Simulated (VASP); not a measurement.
# TaN: relaxation of cell and atoms with BLYP+D4

The system is TaN.

```
Ta N
1.0
     2.93800    0.00000    0.00000
    -1.46900    2.54438    0.00000
     0.00000    0.00000    2.88300
Ta N
1 1
Direct
  0.00000 0.00000 0.50000
  0.66667 0.33333 0.00000
```

* Program: VASP 6.6.1
* Task: relaxation of cell and atoms
* Functional: BLYP
* Dispersion: D4
* Potentials or basis: VASP PAW PBE potentials, release 64 (Ta_pv, N)
* Cutoff: 600 eV
* k mesh: 10 × 10 × 9
* Occupations: gaussian, width 0.1 eV
* Spin: no spin polarisation
* Dipole correction: no
* Further INCAR settings: ALGO = Normal; EDIFF = 1e-06; IBRION = 2; EDIFFG = -0.01; NSW = 60; ISIF = 3

```
Relaxed volume                         : 11.03 Å³/atom
Relaxed cell                           : a = 2.960 Å, b = 2.960 Å, c = 2.909 Å, α = 90.00°, β = 90.00°, γ = 120.00°
Space group after relaxing (to 0.05 Å) : P-6m2 (No. 187)
Energy gained by relaxing              : 6.5 meV/atom
Ionic steps                            : 4
Pressure after relaxing                : 0.0 GPa
Band gap on the k mesh                 : zero (band 8 reaches 8.71 eV, above the bottom of band 9 at 8.42 eV)
Dispersion energy per atom             : -0.569 eV
```

Stress tensor (GPa, compression positive):
```
 0.06  0.00  0.00
 0.00  0.06  0.00
 0.00  0.00 -0.14
```

Step by step:
| step | energy change (eV) | largest force (eV/Å) | pressure (GPa) | volume (Å³) |
| --- | --- | --- | --- | --- |
| 1 | 0.0000 | 0.0000 | 8.23 | 21.55 |
| 2 | 0.0546 | 0.0000 | -16.20 | 23.33 |
| 3 | -0.0130 | 0.0000 | -0.14 | 22.08 |
| 4 | -0.0131 | 0.0000 | -0.01 | 22.07 |

Final structure:
```
Ta N
1.0
     2.95962    0.00000    0.00000
    -1.47981    2.56311    0.00000
     0.00000    0.00000    2.90893
Ta N
1 1
Direct
  0.00000 0.00000 0.50000
  0.66667 0.33333 0.00000
```

Levels at points of the mesh, in eV from the Fermi level:
```
           k point  band 4  band 5  band 6  band 7  band 8  band 9  band 10  band 11  band 12
(0.00, 0.00, 0.00)  -17.52   -4.50   -4.50   -4.10   -2.94    2.21     3.35     3.35     3.74
(0.50, 0.00, 0.00)  -15.37   -8.04   -5.13   -3.38   -3.16    2.81     3.75     4.97     5.00
```

Wall time 110 s on 1 thread of Intel Xeon 8259CL, on a shared host, peak memory 0.16 GiB.

Caveat: the PAW data sets were made with another functional, which shifts forces and pressure a little; spin-orbit coupling is left out, which moves the levels of the heavy elements; pairwise dispersion overbinds metals, which lowers pressure and volume. Zero-point motion and thermal expansion aren't in these numbers.
